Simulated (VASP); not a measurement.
Input of a VASP 6.6.1 run:

POSCAR

```
CsC
1.0
    4.0270578872      0.0000000000      0.0000000000
    0.0000000000      4.0270578872      0.0000000000
    0.0000000000      0.0000000000      4.0270578872
Cs C
1 1
Direct
    0.0000000000      0.0000000000      0.0000000000
    0.5000000000      0.5000000000      0.5000000000
```

INCAR.step1

```
PREC     = Accurate       # precision mode
ENCUT    = 520            # plane-wave cutoff, eV
ISMEAR   = 0              # smearing method
SIGMA    = 0.02           # smearing width, eV
LREAL    = F              # projectors in reciprocal space
LASPH    = T              # aspherical terms in the spheres
NELM     = 150            # most SCF steps
ISPIN    = 2              # spin polarisation
MAGMOM   = 0 2.75         # initial moments
NBANDS   = 18             # bands
GGA      = PE             # functional
ALGO     = Normal         # electronic algorithm
EDIFF    = 1E-4           # SCF threshold, eV
LWAVE    = T              # write WAVECAR
LCHARG   = F              # write CHGCAR
```

INCAR.step2

```
PREC     = Accurate       # precision mode
ENCUT    = 520            # plane-wave cutoff, eV
EDIFF    = 1E-6           # SCF threshold, eV
ISMEAR   = 0              # smearing method
SIGMA    = 0.02           # smearing width, eV
LREAL    = F              # projectors in reciprocal space
LASPH    = T              # aspherical terms in the spheres
NELM     = 150            # most SCF steps
ALGO     = Normal         # electronic algorithm
ISIF     = 2              # what is computed and relaxed
LWAVE    = F              # write WAVECAR
LCHARG   = F              # write CHGCAR
ISPIN    = 2              # spin polarisation
MAGMOM   = 0 2.75         # initial moments
LORBIT   = 11             # projections on sites
METAGGA  = R2SCAN         # meta-GGA
LMIXTAU  = T            
NBANDS   = 18             # bands
ISTART   = 1
```

KPOINTS

```
regular mesh
0
Gamma
  8 8 8
```

Potentials or basis: VASP PAW PBE potentials, release 64 (Cs_sv, C).

The run is started by

```console
$ cat potpaw_PBE.64/Cs_sv/POTCAR potpaw_PBE.64/C/POTCAR > POTCAR
$ cp INCAR.step1 INCAR
$ mpirun -np 1 vasp_std > vasp.out
$ cp INCAR.step2 INCAR
$ mpirun -np 1 vasp_std > vasp.out
```

What does it give for the pressure?

0.1 GPa.

What does it give for the band gap on the k mesh?

1.28 eV (least direct gap 1.60 eV).

What does it give for the site moments?

Cs +0.09; C +1.23 μB.

Caveat: the PAW data sets were made with another functional, which shifts forces and pressure a little; spin-orbit coupling is left out, which moves the levels of the heavy elements. A k mesh can miss the band edges.
